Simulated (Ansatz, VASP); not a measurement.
One calculation of ZnGe2N, two programs

```
Zn Ge N
1.0
     4.85635    0.00000    0.00000
    -2.42818    4.20573    0.00000
     0.00000    0.00000    3.53399
Zn Ge N
1 2 1
Cartesian
  0.0000 0.0000 0.0000
  0.0000 2.8038 1.7670
  2.4282 1.4019 1.7670
  0.0000 0.0000 1.7670
```

Alike in both runs: functional PBE; k mesh 6 × 6 × 6; occupations gaussian, width 0.1 eV; no spin polarisation.

Ansatz relaxed the structure, and its values are those at the end. VASP's run is a single point on that final structure, the one shown.

```csv
,VASP,Ansatz
version,VASP 6.6.1,Ansatz 0.2.0
potentials or method,"VASP PAW PBE potentials, release 64 (Zn, Ge_d, N), cutoff 520 eV","scalar-relativistic, plane waves, PAW"
valence electrons in the cell,45,45
```

Ansatz gave:

- gap on the k mesh at the Fermi level (eV): none
- pressure (GPa): 0.0

Problem. Which values does VASP return?

Solution. gap on the k mesh at the Fermi level (eV): none; pressure (GPa): 0.4.

A gap of «none» marks a metal or a gap that the smearing closes. The functional is the same, so the differences come from potentials, cutoffs and numerics.
